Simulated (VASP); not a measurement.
Here is a VASP 6.6.1 calculation.

Contents of INCAR:

```
SYSTEM = P
  PREC = Accurate
  ENCUT = 520
  EDIFF = 1E-7
  ISMEAR = 0
  SIGMA = 0.02
  LREAL = .False.
  LASPH = .True.
  NELM = 60
  ALGO = Normal
  ISIF = 2
  LWAVE = .False.
  LCHARG = .True.
  GGA = PS
  LELF = .True.
  LVHAR = .True.
  NBANDS = 18
```

Contents of KPOINTS:

```
regular mesh
0
Gamma
  8 1 6
  0 0 0
```

File POSCAR:

```
P
1.0
    3.3336326011      0.0000000000      0.0000000000
    0.0000000000     35.3978690260      0.0000000000
    0.0000000000      0.0000000000      4.5034637553
P
4
Direct
    0.0000000000      0.9703143688      0.5857314643
    0.0000000000      0.0296856312      0.4142685357
    0.5000000000      0.0296856312      0.0857314643
    0.5000000000      0.9703143688      0.9142685357
```

Potentials or basis: VASP PAW PBE potentials, release 64 (P).

The run is started by

```console
$ cat potpaw_PBE.64/P/POTCAR > POTCAR
$ mpirun -np 1 vasp_std > vasp.out
```

Q: What does it give for the largest force?

A: 0.020 eV/Å.

Q: What does it give for the band gap on the k mesh?

A: 0.88 eV.

Forces on the atoms (eV/Å):
```
P    0.000  0.015  0.013
P    0.000 -0.015 -0.013
P    0.000 -0.015  0.013
P    0.000  0.015 -0.013
```

Caveat: the cell differs from its parent crystal (equal strain along all axes, cell held: +1.5 %, then relaxed in part); there is no dipole correction, which matters where the two faces differ; the PAW data sets were made with another functional, which shifts forces and pressure a little.
